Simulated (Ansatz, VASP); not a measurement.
**HgTe: VASP beside Ansatz**

File INCAR:

```
SYSTEM = HgTe
PREC = Accurate ; ENCUT = 520
EDIFF = 1E-6 ; ISMEAR = 0
SIGMA = 0.15 ; LREAL = .False.
LASPH = .True. ; NELM = 100
ALGO = Normal ; ISIF = 2
LWAVE = .False. ; LCHARG = .False.
GGA = PE ; NBANDS = 26
```

File KPOINTS:

```
regular mesh
0
Gamma
  10 10 8
  0 0 0
```

POSCAR

```
HgTe
1.0
    3.1147511214     -3.3044685332      0.0000000000
    3.1147511214      3.3044685332      0.0000000000
    0.0000000000      0.0000000000      5.8781768394
Hg Te
2 2
Direct
    0.3319444959      0.6680555041      0.7500000000
    0.6680555041      0.3319444959      0.2500000000
    0.7707545029      0.2292454971      0.7500000000
    0.2292454971      0.7707545029      0.2500000000
```

Input for Ansatz:

```yaml
crystal:
  lattice:
    - [3.1147511214, -3.3044685332, 0.0]
    - [3.1147511214, 3.3044685332, 0.0]
    - [0.0, 0.0, 5.8781768394]
  atoms:
    - { symbol: Hg, position: [0.3319444959, 0.6680555041, 0.75] }
    - { symbol: Hg, position: [0.6680555041, 0.3319444959, 0.25] }
    - { symbol: Te, position: [0.7707545029, 0.2292454971, 0.75] }
    - { symbol: Te, position: [0.2292454971, 0.7707545029, 0.25] }
basis:
  ecutwfc: 420
kpoints:
  mp_grid: { grid: [10, 10, 8] }
hamiltonian:
  xc: pbe
scf:
  occupations: { method: gaussian, width: 0.15 }
output:
  forces: true
  stress: true
  eigenvalues: true
  write_density: true
  write_potential: true
  elf: true
  volumetric_format: npy
```

Change from the starting cell: strain +0.0500 x Voigt [1, -1, 0, 0, 0, 0], atoms carried along.

Alike in both runs: task single point; functional PBE; k mesh 10 × 10 × 8; occupations gaussian, width 0.15 eV; no spin polarisation.

```csv
,VASP,Ansatz
version,VASP 6.6.1,Ansatz 0.2.0
potentials or method,"VASP PAW PBE potentials, release 64 (Hg, Te), cutoff 520 eV","scalar-relativistic, plane waves, PAW"
valence electrons in the cell,36,72
```

VASP gave:

* gap on the k mesh at the Fermi level (eV): none
* pressure (GPa): -0.1
* traceless stress, the component that is largest in VASP (GPa): -2.22
* rms of the force components (eV/Å): 0.163

**Question.** What did Ansatz give for the same quantities?

**Answer.** gap on the k mesh at the Fermi level (eV): none; pressure (GPa): -0.2; traceless stress, the component that is largest in VASP (GPa): -2.18; rms of the force components (eV/Å): 0.157.

Atom by atom the forces differ by 0.007 eV/Å (rms over components). A gap of «none» marks a metal or a gap that the smearing closes. VASP's potentials hold 36 valence electrons a cell and Ansatz's 72, so a difference there can come from the potentials and not from the codes.

Neither program's run includes spin-orbit coupling.
